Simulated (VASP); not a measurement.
# W (I4/mmm) in VASP: further runs, part 2 of 2

VASP 6.6.1. Earlier steps stand in the parts before.

### Step 3. Single point, LDA (15.18 Å³/atom)

The input, INCAR:

```
ALGO = Fast ; EDIFF = 1E-6
ENCUT = 520 ; ISIF = 2
ISMEAR = 0 ; LASPH = True
LCHARG = True ; LELF = True
LREAL = False ; LVHAR = True
LWAVE = False ; NBANDS = 13
NELM = 80 ; PREC = Accurate
SIGMA = 0.15
```

The input, KPOINTS:

```
k-points
0
Gamma
  22 22 22
```

The input, POSCAR:

```
W
1.0
    0.0000000000      1.8987328969      2.1047454162
    1.8987328969      0.0000000000      2.1047454162
    1.8987328969      1.8987328969      0.0000000000
W
1
Direct
    0.0000000000      0.0000000000      0.0000000000
```

Potentials or basis: VASP PAW LDA potentials, release 64 (W_sv).

Run with:

```bash
$ cat potpaw_LDA.64/W_sv/POTCAR > POTCAR
$ mpirun -np 1 vasp_std > vasp.out
```

OUTCAR:

```text
EDIFF = 1E-6
   ENCUT = 520
   ISIF = 2
   ISMEAR = 0
   LASPH = True
   LREAL = False
   NELM = 80
   PREC = Accurate

 ion  position               nearest neighbor table
   1  0.000  0.000  0.000-

  LATTYP: Found a body centered tetragonal cell.
 ALAT       =     2.6852138141
 C/A-ratio  =     1.5676557339

  Lattice vectors:

 A1 = (  -1.8987328969,   0.0000000000,   2.1047454162)
 A2 = (   1.8987328969,   0.0000000000,   2.1047454162)
 A3 = (   0.0000000000,   1.8987328969,  -2.1047454162)

Analysis of symmetry for initial positions (statically):
=====================================================================
 Subroutine PRICEL returns:
 Original cell was already a primitive cell.

 Routine SETGRP: Setting up the symmetry group for a
 body centered tetragonal supercell.

 Subroutine GETGRP returns: Found 16 space group operations
 (whereof 16 operations were pure point group operations)
 out of a pool of 16 trial point group operations.

The static configuration has the point symmetry D_4h.

Analysis of symmetry for dynamics (positions and initial velocities):
=====================================================================
 Subroutine PRICEL returns:
 Original cell was already a primitive cell.

 Routine SETGRP: Setting up the symmetry group for a
 body centered tetragonal supercell.

 Subroutine GETGRP returns: Found 16 space group operations
 (whereof 16 operations were pure point group operations)
 out of a pool of 16 trial point group operations.

The dynamic configuration has the point symmetry D_4h.

 Subroutine INISYM returns: Found 16 space group operations
 (whereof 16 operations are pure point group operations),
 and found     1 'primitive' translations

----------------------------------------------------------------------------------------

                                     Primitive cell

  volume of cell :      15.1760

  direct lattice vectors                    reciprocal lattice vectors
     0.000000000  1.898732897  2.104745416    -0.263333511  0.263333511  0.237558422
     1.898732897  0.000000000  2.104745416     0.263333511 -0.263333511  0.237558422
     1.898732897  1.898732897  0.000000000     0.263333511  0.263333511 -0.237558422

  length of vectors
     2.834632230  2.834632230  2.685213814     0.441727382  0.441727382  0.441727382

  position of ions in fractional coordinates (direct lattice)
     0.000000000  0.000000000  0.000000000

  ion indices of the primitive-cell ions
   primitive index   ion index
                 1           1

----------------------------------------------------------------------------------------

 KPOINTS: k-points

Automatic generation of k-mesh.
 Grid dimensions read from file:
 generate k-points for:   22   22   22

 Generating k-lattice:

  Cartesian coordinates                     Fractional coordinates (reciprocal lattice)
    -0.011969705  0.011969705  0.010798110     0.045454545  0.000000000  0.000000000
     0.011969705 -0.011969705  0.010798110     0.000000000  0.045454545  0.000000000
     0.011969705  0.011969705 -0.010798110     0.000000000  0.000000000  0.045454545

  Length of vectors
     0.020078517  0.020078517  0.020078517

  Shift w.r.t. Gamma in fractional coordinates (k-lattice)
     0.000000000  0.000000000  0.000000000

 Subroutine IBZKPT returns following result:
 ===========================================

 Found    834 irreducible k-points:

 Following reciprocal coordinates:
            Coordinates               Weight
  0.000000  0.000000  0.000000      1.000000
  0.045455  0.000000  0.000000      8.000000
  0.090909  0.000000  0.000000      8.000000
  0.136364  0.000000  0.000000      8.000000
  0.181818  0.000000  0.000000      8.000000
  0.227273 -0.000000  0.000000      8.000000
[... 16 lines left out ...]
  0.500000  0.045455  0.000000      8.000000
 -0.454545  0.045455  0.000000      8.000000
 [... further k-points ...]
   k-points           NKPTS =    834   k-points in BZ     NKDIM =    834   number of bands    NBANDS=     13
   number of dos      NEDOS =    301   number of ions     NIONS =      1
   total plane-waves  NPLWV =  11520
   dimension x,y,z NGX =    24 NGY =   24 NGZ =   20
   dimension x,y,z NGXF=    48 NGYF=   48 NGZF=   40
   ions per type =               1
   NGX,Y,Z   is equivalent  to a cutoff of  14.08, 14.08, 12.38 a.u.
   NGXF,Y,Z  is equivalent  to a cutoff of  28.15, 28.15, 24.76 a.u.
 SYSTEM =  unknown system
   PREC   = accura    normal or accurate (medium, high low for compatibility)
   ISTART =      0    job   : 0-new  1-cont  2-samecut
   ICHARG =      2    charge: 1-file 2-atom 10-const
   ISPIN  =      1    spin polarized calculation?
   LNONCOLLINEAR =      F non collinear calculations
   LSORBIT =      F    spin-orbit coupling
   LASPH  =      T    aspherical Exc in radial PAW
   ENCUT  =  520.0 eV  38.22 Ry    6.18 a.u.   5.27  5.27  4.99*2*pi/ulx,y,z
   NELM   =     80;   NELMIN=  2; NELMDL= -5     # of ELM steps
   EDIFF  = 0.1E-05   stopping-criterion for ELM
   LREAL  =      F    real-space projection
   EDIFFG = 0.1E-04   stopping-criterion for IOM
   NSW    =      0    number of steps for IOM
   IBRION =     -1    ionic relax: 0-MD 1-quasi-New 2-CG
   NFREE  =      0    steps in history (QN), initial steepest desc. (CG)
   ISIF   =      2    stress and relaxation
   ISYM   =      2    0-nonsym 1-usesym 2-fastsym
   POTIM  = 0.5000    time-step for ionic-motion
   TEBEG  =    0.0;   TEEND  =   0.0 temperature during run
   PSTRESS=    0.0 pullay stress
   NELECT =      14.0000    total number of electrons
   NUPDOWN=      -1.0000    fix difference up-down
   EMIN   =  10.00;   EMAX   =-10.00  energy-range for DOS
   EFERMI =   0.00;   METHOD = LEGACY
   ISMEAR =     0;   SIGMA  =   0.15  broadening in eV -4-tet -1-fermi 0-gaus
   EFERMI_NEDOS =   21; number of points for ismear=-14 and -15
   IALGO  =     68    algorithm
   IMIX   =      4    mixing-type and parameters
     AMIX     =   0.40;   BMIX     =  1.00
     AMIX_MAG =   1.60;   BMIX_MAG =  1.00
  volume/ion in A,a.u.               =      15.18       102.41
  Fermi-wavevector in a.u.,A,eV,Ry     =   1.593670  3.011600 34.555861  2.539784
  Thomas-Fermi vector in A             =   2.691864
   LORBIT       =      0    0 simple, 1 ext, 2 COOP (PROOUT), +10 PAW based schemes
   GGA     = CA    functional components
   LHFCALC =     F    Hartree Fock is set to
   AEXX    =    0.0000 exact exchange contribution
   IVDW    =     0    specifies the selected vdW correction
   LEPSILON=     F    determine dielectric tensor
   LRPA    =     F    only Hartree local field effects (RPA)
 non-spin polarized calculation
 RMM-DIIS sequential band-by-band and
 Gauss-broadening in eV      SIGMA  =   0.15
  energy-cutoff  :      520.00
  volume of cell :       15.18
 maximum number of plane-waves:       419
 NGX is ok and might be reduce to    24
   NGX = 11   NGY = 11   NGZ =  9

 number of electron      13.9999999 magnetization

 Free energy of the ion-electron system (eV)
  ---------------------------------------------------
  ext. energy  EPLUGINS =         0.00000000
  ---------------------------------------------------
  free energy    TOTEN  =       -13.65586783 eV

  energy without entropy =      -13.64518503  energy(sigma->0) =      -13.65052643

 E-fermi :  11.6938     XC(G=0): -14.0643

 val. band max:       11.6906530361   @ k =  -0.3182  -0.0000   0.1818
 cond. band min:      11.6938471822   @ k =  -0.3636   0.0909   0.2273
 fundamental gap:      0.0031941461
 Fermi energy:        11.6937675696

 k-point     1 :       0.0000    0.0000    0.0000
  band No.  band energies     occupation
      1     -61.6460      2.00000
      2     -25.4830      2.00000
      3     -25.3497      2.00000
      4     -25.3497      2.00000
      5       2.1844      2.00000
      6       9.8203      2.00000
      7      11.3773      1.99715
      8      11.3773      1.99715
      9      12.9215      0.00000
     10      15.3393      0.00000
     11      24.6027      0.00000
     12      27.8196      0.00000
     13      31.2526      0.00000
[... 353 lines left out ...]
 k-point    24 :      -0.4545    0.0455    0.0000
  band No.  band energies     occupation
      1     -61.4859      2.00000
      2     -26.9105      2.00000
      3     -25.7601      2.00000
      4     -25.4434      2.00000
      5       5.5541      2.00000
      6       9.7117      2.00000
      7      11.4151      1.99140
      8      12.2901      0.00000
      9      16.4410      0.00000
     10      17.6332      0.00000
     11      23.0340      0.00000
     12      24.3882      0.00000
     13      30.7020      0.00000

 [... further k-points ...]

------------------------ aborting loop because EDIFF is reached ----------------------------------------

  FORCE on cell =-STRESS in cart. coord.  units (eV):
  Direction    XX          YY          ZZ          XY          YZ          ZX
  --------------------------------------------------------------------------------------
  -------------------------------------------------------------------------------------
  Total        0.9340610      0.9340610      1.9384742      0.0000000      0.0000000     -0.0000000
  in kB       98.6117148     98.6117148    204.6507237      0.0000000      0.0000000     -0.0000000
  external PRESSURE =     133.9580511 kB  Pullay stress =       0.0000000 kB

 VOLUME and BASIS-vectors are now :
 -----------------------------------------------------------------------------
  energy-cutoff  :      520.00
  volume of cell :       15.18
      direct lattice vectors                 reciprocal lattice vectors
     0.000000000  1.898732897  2.104745416    -0.263333511  0.263333511  0.237558422
     1.898732897  0.000000000  2.104745416     0.263333511 -0.263333511  0.237558422
     1.898732897  1.898732897  0.000000000     0.263333511  0.263333511 -0.237558422

 POSITION                                       TOTAL-FORCE (eV/Angst)
 -----------------------------------------------------------------------------------
      0.00000      0.00000      0.00000         0.000000      0.000000      0.000000
 -----------------------------------------------------------------------------------
    total drift:                               -0.000000     -0.000000     -0.000000

  FREE ENERGIE OF THE ION-ELECTRON SYSTEM (eV)
  ---------------------------------------------------
  free  energy   TOTEN  =       -13.6558678260 eV

  energy  without entropy=      -13.6451850261  energy(sigma->0) =      -13.65052643
```

OSZICAR:

```text
N       E                     dE             d eps       ncg     rms          rms(c)
DAV:   1     0.833955181392E+02    0.83396E+02   -0.74972E+03 21843   0.123E+03
DAV:   2    -0.126439212612E+02   -0.96039E+02   -0.92393E+02 24174   0.317E+02
DAV:   3    -0.142622870070E+02   -0.16184E+01   -0.16126E+01 24194   0.397E+01
DAV:   4    -0.142686288931E+02   -0.63419E-02   -0.63416E-02 24274   0.274E+00
DAV:   5    -0.142686791741E+02   -0.50281E-04   -0.50281E-04 24584   0.230E-01    0.223E+01
RMM:   6    -0.137892869318E+02    0.47939E+00   -0.34080E-01 23556   0.532E+00    0.955E+00
RMM:   7    -0.136599959555E+02    0.12929E+00   -0.23449E-01 23757   0.440E+00    0.522E-01
RMM:   8    -0.136558723297E+02    0.41236E-02   -0.95071E-03 27030   0.110E+00    0.163E-01
RMM:   9    -0.136558562190E+02    0.16111E-04   -0.14300E-03 26755   0.460E-01    0.355E-02
RMM:  10    -0.136558689942E+02   -0.12775E-04   -0.15738E-04 28785   0.162E-01    0.150E-02
RMM:  11    -0.136558664775E+02    0.25167E-05   -0.50231E-05 27490   0.869E-02    0.585E-03
RMM:  12    -0.136558676425E+02   -0.11650E-05   -0.12255E-05 24510   0.422E-02    0.160E-03
RMM:  13    -0.136558678260E+02   -0.18347E-06   -0.24954E-06 20188   0.187E-02
   1 F= -.13655868E+02 E0= -.13650526E+02  d E =-.106828E-01
```

Run time: 2.9 min. Hardware: 1 thread of AMD EPYC 7R43 (Zen 3), shared host; peak memory 0.22 GiB.

Results:

- Free energy: -13.6559 eV
- Pressure: 13.4 GPa
- Band gap on the k mesh: zero (bands 7 and 8 overlap by 4.84 eV)

Caveat: the cell stands under pressure; spin-orbit coupling is left out, which moves the levels of the heavy elements.
